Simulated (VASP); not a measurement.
Runs of VASP 6.6.1 on BP. The structure is that of space group F-43m (No. 216), or close to it. The cells are those of the table. 

| cell | gap on the mesh (eV) | pressure (GPa) |
| --- | --- | --- |
| a = 3.241 Å, angles 60.0°, 2 atoms | (c) | (b) |
| a = 3.272 Å, angles 60.0°, 2 atoms | 1.32 | -7.7 |
| a = 3.176 Å, angles 60.0°, 2 atoms | 1.20 | (a) |
| a = 3.209 Å, angles 60.0°, 2 atoms | 1.24 | 0.9 |

Alike in all rows: task single point; level PBE; potentials or basis VASP PAW PBE potentials, release 64 (P, B); no spin polarisation; k mesh 15 × 15 × 15; cutoff (eV) 520; smearing fermi-dirac 0.05 eV.

Problem. Estimate the missing entries.

Solution. (a) 6.2; (b) -3.7; (c) 1.28.

A k mesh can miss the band edges.
